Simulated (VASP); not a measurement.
Rh, 2 atoms in the cell. It takes space group P6_3/mmc (No. 194, hexagonal). The conventional cell has a = 2.731 Å, b = 2.731 Å, c = 4.428 Å, α = 90.00°, β = 90.00°, γ = 120.00°. Rh (site symmetry -6m2) has 12 Rh at 2.72 to 2.73 Å within 3.6 Å. 

```yaml
Program: VASP 6.6.1
Task: single point
Functional: PBEsol
Potentials_or_basis: VASP PAW PBE potentials, release 64 (Rh_pv)
Cutoff: 520 eV
k_mesh: 6 × 6 × 4
Occupations: gaussian, width 0.1 eV
Spin: no spin polarisation
Dipole_correction: no
Further_INCAR_settings: ALGO = Normal; EDIFF = 1e-07; NBANDS = 22
```

Potentials or basis: VASP PAW PBE potentials, release 64 (Rh_pv).

The run is started by

```bash
$ cat potpaw_PBE.64/Rh_pv/POTCAR > POTCAR
$ mpirun -np 1 vasp_std > vasp.out
```

Hardware: 1 thread of AMD EPYC 9R45 (Zen 5) (shared host).

**Question.** How long does it take, and how much memory?

**Answer.** Run time: 6.4 s on 1 thread of AMD EPYC 9R45 (Zen 5), with other jobs on the host, peak memory 0.1 GiB. Counts: scf iterations 13, k points 21.
